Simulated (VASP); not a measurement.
Crystal: Ir2O.

```xyz
3
Lattice="3.3663 0.0000 0.0000 -1.6832 2.9153 0.0000 0.0000 0.0000 3.8668" Properties=species:S:1:pos:R:3 pbc="T T T"
Ir    0.0000    1.9435    0.0000
Ir    1.6832    0.9718    0.0000
O     0.0000    0.0000    0.0000
```

```yaml
Program: VASP 6.6.1
Task: relaxation of cell and atoms
Functional: PBE
Potentials_or_basis: VASP PAW PBE potentials, release 64 (Ir, O)
Cutoff: 600 eV
k_mesh: 6 × 6 × 4
Occupations: gaussian, width 0.1 eV
Spin: collinear spin, ferromagnetic start
Starting_moments: "[1.0, 1.0, 0.0] μB"
```

At the start: pressure 277.9 GPa; volume 12.65 Å³/atom.

Question: Where does the relaxation end?

Answer: Over 25 steps the energy falls by 6019.2 meV/atom and the volume is 13.57 Å³/atom (+7.3 %); space group P6/mmm (No. 191, to 0.05 Å); moment 0.00 μB per cell.

Step by step:
```csv
step,energy change (eV),largest force (eV/Å),pressure (GPa),volume (Å³)
1,0.0000,0.0000,277.90,37.95
2,49.5071,0.0000,-58.56,254.48
3,-4.4153,0.0000,-30.50,107.67
4,-9.0446,0.0000,-32.26,89.72
5,-15.8088,0.0000,-14.42,61.09
6,-15.5747,0.0000,23.51,52.12
7,-16.0636,0.0000,-3.94,57.62
8,-16.0717,0.0000,-1.30,56.92
9,-16.1034,0.0000,-1.30,55.83
10,-16.2537,0.0000,-1.35,52.55
11,-17.0901,0.0000,-1.38,45.98
12,-15.1373,0.0000,102.68,32.76
13,-17.4710,0.0000,0.24,43.70
14,-17.9103,0.0000,19.48,38.23
15,-17.9249,0.0000,11.05,39.77
16,-17.9393,0.0000,13.93,39.18
17,-17.9439,0.0000,14.24,39.09
18,-17.9520,0.0000,15.13,38.84
19,-17.9525,0.0000,15.62,38.74
20,-17.9600,0.0000,15.04,38.81
21,-17.9809,0.0000,13.20,39.01
22,-18.0147,0.0000,9.70,39.42
23,-18.0527,0.0000,3.23,40.25
24,-18.0210,0.0000,-7.77,41.92
25,-18.0577,0.0000,-0.11,40.71
```

Final structure:
```
Ir O
1.0
     4.23088    0.00000    0.00000
    -2.11544    3.66405    0.00000
     0.00000    0.00000    2.62606
Ir O
2 1
Cartesian
  0.0000 2.4427 0.0000
  2.1154 1.2213 0.0000
  0.0000 0.0000 0.0000
```

Caveat: the k points lie up to 0.60 Å⁻¹ apart in the final cell.
